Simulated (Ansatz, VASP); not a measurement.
## N: VASP beside Ansatz

```
N
1.0
     0.00000    2.09207    2.09207
     2.09207    0.00000    2.09207
     2.09207    2.09207    0.00000
N
2
Direct
  0.00000 0.00000 0.00000
  0.25000 0.25000 0.25000
```

Alike in both runs: task electric field gradients; functional PBE; k mesh 10 × 10 × 10; occupations fermi-dirac, width 0.08 eV; no spin polarisation.

|  | VASP | Ansatz |
| --- | --- | --- |
| version | VASP 6.6.1 | Ansatz 0.2.0 |
| potentials or method | VASP PAW PBE potentials, release 64 (N) | PAW with Ansatz's default frozen-core files, scalar-relativistic |
| plane-wave cutoff (eV) | 520 | 420 |
| valence electrons in the cell | 10 | 10 |

Ansatz gave:

| Item | Value |
| --- | --- |
| pressure (GPa) | 0.5 |

Problem. Estimate VASP's values.

Solution. Pressure (GPa): 0.6.
